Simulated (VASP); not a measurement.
Set up this calculation in VASP 6.6.1, as the native input.

```yaml
Task: single point
Functional: PBEsol
Dispersion: D4
Potentials_or_basis: VASP PAW PBE potentials, release 64 (Te, Sn_d)
Cutoff: 520 eV
k_mesh: 7 × 7 × 7
Occupations: fermi-dirac, width 0.05 eV
Spin: no spin polarisation
Dipole_correction: no
Further_INCAR_settings: ALGO = Normal; EDIFF = 1e-07; NBANDS = 17
```

The structure of SnTe lies in POSCAR:

```
SnTe
1.0
    3.7470270121      0.0000000000      0.0000000000
    0.0000000000      3.7470270121      0.0000000000
    0.0000000000      0.0000000000      3.7470270121
Te Sn
1 1
Direct
    0.5000000000      0.5000000000      0.5000000000
    0.0000000000      0.0000000000      0.0000000000
```

One way to write it, as run:

INCAR

```
SYSTEM = SnTe
PREC = Accurate ; ENCUT = 520
EDIFF = 1E-7 ; ISMEAR = -1
SIGMA = 0.05 ; LREAL = .FALSE.
LASPH = .TRUE. ; NELM = 80
ALGO = Normal ; ISIF = 2
LWAVE = .FALSE. ; LCHARG = .FALSE.
GGA = PS ; IVDW = 13
NBANDS = 17
```

KPOINTS

```
regular mesh
0
G
  7 7 7
  0 0 0
```

Potentials or basis: VASP PAW PBE potentials, release 64 (Te, Sn_d).

The run is started by

```console
$ cat potpaw_PBE.64/Te/POTCAR potpaw_PBE.64/Sn_d/POTCAR > POTCAR
$ mpirun -np 1 vasp_std > vasp.out
```

It gave:

```yaml
Pressure: 0.0 GPa
Band_gap_on_the_k_mesh: zero (band 10 reaches 8.89 eV, above the bottom of band 11 at 7.23 eV)
Dispersion_energy_per_atom: -0.298 eV
```

Caveat: the PAW data sets were made with another functional, which shifts forces and pressure a little; spin-orbit coupling is left out, which moves the levels of the heavy elements; pairwise dispersion overbinds metals, which lowers pressure and volume.

Run time: 12 s on 1 thread of AMD EPYC 7R43 64-Core Processor (Zen 3), on a shared host, peak memory 0.13 GiB.
